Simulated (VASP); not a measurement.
# Pd4Pt (I4/mmm) in VASP: single point with PBE

Aim: the single point of Pd4Pt with PBE.

Everything below comes from runs of VASP 6.6.1. Logs are shortened: lines on timing, memory, paths and dates and some standing lists are left out, and cuts for length are marked.

### 1 The cell of the first run

It takes space group I4/mmm (No. 139, tetragonal). Conventional cell: a = 6.464 Å, b = 6.464 Å, c = 3.935 Å, α = 90.00°, β = 90.00°, γ = 90.00°. Pd (site symmetry m2m) has 7 Pd at 2.66 to 2.74 Å and 4 Pt at 2.72 to 3.50 Å within 3.6 Å. Pt (site symmetry 4/mmm) has 16 Pd at 2.72 to 3.50 Å within 3.6 Å.

The cell was built from a structure type or drawn by symmetry, and may not be a known phase.

### 2 Single point, PBE

INCAR reads:

```
  PREC = Accurate
  ENCUT = 520
  EDIFF = 1E-7
  ISMEAR = 0
  SIGMA = 0.2
  LREAL = F
  LASPH = T
  NELM = 80
  ALGO = Normal
  ISIF = 2
  LWAVE = F
  LCHARG = T
  GGA = PE
  LELF = T
  LVHAR = T
  NBANDS = 33
```

KPOINTS reads:

```
Automatic mesh
0
Gamma
  4 4 4
```

POSCAR reads:

```
Pd4Pt
1.0
   -3.2320293030      3.2320293030      1.9675720844
    3.2320293030     -3.2320293030      1.9675720844
    3.2320293030      3.2320293030     -1.9675720844
Pd Pt
4 1
Direct
    0.0000000000      0.2914230846      0.2914230846
    0.0000000000      0.7085769154      0.7085769154
    0.2914230846      0.0000000000      0.2914230846
    0.7085769154      0.0000000000      0.7085769154
    0.5000000000      0.5000000000      0.0000000000
```

Potentials or basis: VASP PAW PBE potentials, release 64 (Pd, Pt).

The run is started by

```console
cat potpaw_PBE.64/Pd/POTCAR potpaw_PBE.64/Pt/POTCAR > POTCAR
mpirun -np 1 vasp_std > vasp.out
```

OUTCAR:

```text
PREC = Accurate
   ENCUT = 520
   EDIFF = 1E-7
   ISMEAR = 0
   LREAL = F
   LASPH = T
   NELM = 80
   ISIF = 2
   GGA = PE

 ion  position               nearest neighbor table
   1  0.000  0.291  0.291-   3 2.66   4 2.66   2 2.70   5 2.72   5 2.72   3 2.74   3 2.74   4 2.74
                             4 2.74
   2  0.000  0.709  0.709-   3 2.66   4 2.66   1 2.70   5 2.72   5 2.72   4 2.74   4 2.74   3 2.74
                             3 2.74
   3  0.291  0.000  0.291-   1 2.66   2 2.66   4 2.70   5 2.72   5 2.72   1 2.74   1 2.74   2 2.74
                             2 2.74
   4  0.709  0.000  0.709-   1 2.66   2 2.66   3 2.70   5 2.72   5 2.72   2 2.74   2 2.74   1 2.74
                             1 2.74
   5  0.500  0.500  0.000-   3 2.72   1 2.72   2 2.72   4 2.72   3 2.72   1 2.72   2 2.72   4 2.72

  LATTYP: Found a body centered tetragonal cell.
 ALAT       =     6.4640586060
 C/A-ratio  =     0.6087729720

  Lattice vectors:

 A1 = (  -3.2320293030,   3.2320293030,   1.9675720844)
 A2 = (   3.2320293030,  -3.2320293030,   1.9675720844)
 A3 = (   3.2320293030,   3.2320293030,  -1.9675720844)

Analysis of symmetry for initial positions (statically):
=====================================================================
 Subroutine PRICEL returns:
 Original cell was already a primitive cell.

 Routine SETGRP: Setting up the symmetry group for a
 body centered tetragonal supercell.

 Subroutine GETGRP returns: Found 16 space group operations
 (whereof 16 operations were pure point group operations)
 out of a pool of 16 trial point group operations.

The static configuration has the point symmetry D_4h.

Analysis of symmetry for dynamics (positions and initial velocities):
=====================================================================
 Subroutine PRICEL returns:
 Original cell was already a primitive cell.

 Routine SETGRP: Setting up the symmetry group for a
 body centered tetragonal supercell.

 Subroutine GETGRP returns: Found 16 space group operations
 (whereof 16 operations were pure point group operations)
 out of a pool of 16 trial point group operations.

The dynamic configuration has the point symmetry D_4h.

 Subroutine INISYM returns: Found 16 space group operations
 (whereof 16 operations are pure point group operations),
 and found     1 'primitive' translations

----------------------------------------------------------------------------------------

[... 87 lines left out ...]
   LREAL  =      F    real-space projection
   EDIFFG = 0.1E-05   stopping-criterion for IOM
   NSW    =      0    number of steps for IOM
   IBRION =     -1    ionic relax: 0-MD 1-quasi-New 2-CG
   NFREE  =      0    steps in history (QN), initial steepest desc. (CG)
   ISIF   =      2    stress and relaxation
   ISYM   =      2    0-nonsym 1-usesym 2-fastsym
   POTIM  = 0.5000    time-step for ionic-motion
   TEBEG  =    0.0;   TEEND  =   0.0 temperature during run
   PSTRESS=    0.0 pullay stress
   NELECT =      50.0000    total number of electrons
   NUPDOWN=      -1.0000    fix difference up-down
   EMIN   =  10.00;   EMAX   =-10.00  energy-range for DOS
   EFERMI =   0.00;   METHOD = LEGACY
   ISMEAR =     0;   SIGMA  =   0.20  broadening in eV -4-tet -1-fermi 0-gaus
   EFERMI_NEDOS =   21; number of points for ismear=-14 and -15
   IALGO  =     38    algorithm
   IMIX   =      4    mixing-type and parameters
     AMIX     =   0.40;   BMIX     =  1.00
     AMIX_MAG =   1.60;   BMIX_MAG =  1.00
  volume/ion in A,a.u.               =      16.44       110.96
  Fermi-wavevector in a.u.,A,eV,Ry     =   1.387025  2.621098 26.175426  1.923840
  Thomas-Fermi vector in A             =   2.511286
   LORBIT       =      0    0 simple, 1 ext, 2 COOP (PROOUT), +10 PAW based schemes
   GGA     = PE    functional components
   LHFCALC =     F    Hartree Fock is set to
   AEXX    =    0.0000 exact exchange contribution
   IVDW    =     0    specifies the selected vdW correction
   LEPSILON=     F    determine dielectric tensor
   LRPA    =     F    only Hartree local field effects (RPA)
 non-spin polarized calculation
 Gauss-broadening in eV      SIGMA  =   0.20
  energy-cutoff  :      520.00
  volume of cell :       82.21
 maximum number of plane-waves:      2223
 NGX is ok and might be reduce to    40
   NGX = 19   NGY = 19   NGZ = 19

 number of electron      50.0000002 magnetization

 Free energy of the ion-electron system (eV)
  ---------------------------------------------------
  ext. energy  EPLUGINS =         0.00000000
  ---------------------------------------------------
  free energy    TOTEN  =       -25.80374158 eV

  energy without entropy =      -25.63946000  energy(sigma->0) =      -25.72160079

 E-fermi :   8.5114     XC(G=0): -12.5498

 val. band max:        8.5072152973   @ k =  -0.2500   0.2500   0.0000
 cond. band min:       8.5274585301   @ k =   0.5000   0.2500   0.0000
 fundamental gap:      0.0202432328
 Fermi energy:         8.5113575338

 k-point     1 :       0.0000    0.0000    0.0000
  band No.  band energies     occupation
      1       1.2784      2.00000
      2       3.3262      2.00000
      3       4.3126      2.00000
      4       4.3608      2.00000
      5       4.3608      2.00000
      6       4.5369      2.00000
[... 457 lines left out ...]
     32      20.8476      0.00000
     33      20.9084      0.00000

------------------------ aborting loop because EDIFF is reached ----------------------------------------

  FORCE on cell =-STRESS in cart. coord.  units (eV):
  Direction    XX          YY          ZZ          XY          YZ          ZX
  --------------------------------------------------------------------------------------
  -------------------------------------------------------------------------------------
  Total       -0.0891220     -0.0891220     -0.1901115      0.0000000     -0.0000000      0.0000000
  in kB       -1.7368170     -1.7368170     -3.7049110      0.0000000     -0.0000000      0.0000000
  external PRESSURE =      -2.3928483 kB  Pullay stress =       0.0000000 kB

 VOLUME and BASIS-vectors are now :
 -----------------------------------------------------------------------------
  energy-cutoff  :      520.00
  volume of cell :       82.21
      direct lattice vectors                 reciprocal lattice vectors
    -3.232029303  3.232029303  1.967572084     0.000000000  0.154701568  0.254120296
     3.232029303 -3.232029303  1.967572084     0.154701568  0.000000000  0.254120296
     3.232029303  3.232029303 -1.967572084     0.154701568  0.154701568  0.000000000

 POSITION                                       TOTAL-FORCE (eV/Angst)
 -----------------------------------------------------------------------------------
      1.88378      0.00000      0.00000        -0.019781      0.000000      0.000000
      4.58028      0.00000      0.00000         0.019781      0.000000     -0.000000
      0.00000      1.88378      0.00000        -0.000000     -0.019781      0.000000
      0.00000      4.58028      0.00000         0.000000      0.019781     -0.000000
      0.00000      0.00000      1.96757        -0.000000      0.000000      0.000000
 -----------------------------------------------------------------------------------
    total drift:                               -0.000000     -0.000000      0.000000

  FREE ENERGIE OF THE ION-ELECTRON SYSTEM (eV)
  ---------------------------------------------------
  free  energy   TOTEN  =       -25.8037415797 eV

  energy  without entropy=      -25.6394599979  energy(sigma->0) =      -25.72160079
```

stdout:

```text
POSCAR found type information on POSCAR PdPt
 POSCAR found :  2 types and       5 ions
 scaLAPACK will be used
 LDA part: xc-table for (Slater+PW92), standard interpolation
 POSCAR, INCAR and KPOINTS ok, starting setup
 FFT: planning ... GRIDC
 FFT: planning ... GRID_SOFT
 FFT: planning ... GRID
 WAVECAR not read
 entering main loop
```

Run time: 79 s. Hardware: 1 thread of Intel Xeon 8259CL, shared host; peak memory 0.25 GiB.

What came out:

| Property | Result |
| --- | --- |
| Free energy | -25.8037 eV |
| Pressure | -0.2 GPa |
| Largest force | 0.020 eV/Å |
| Band gap on the k mesh | zero (bands 25 and 26 overlap by 0.45 eV) |

Forces on the atoms (eV/Å):
```
Pd  -0.020  0.000  0.000
Pd   0.020  0.000  0.000
Pd   0.000 -0.020  0.000
Pd   0.000  0.020  0.000
Pt   0.000  0.000  0.000
```

Stress tensor (GPa, compression positive):
```
-0.17  0.00  0.00
 0.00 -0.17  0.00
 0.00  0.00 -0.37
```

Caveat: the k points lie up to 0.47 Å⁻¹ apart; spin-orbit coupling is left out, which moves the levels of the heavy elements.
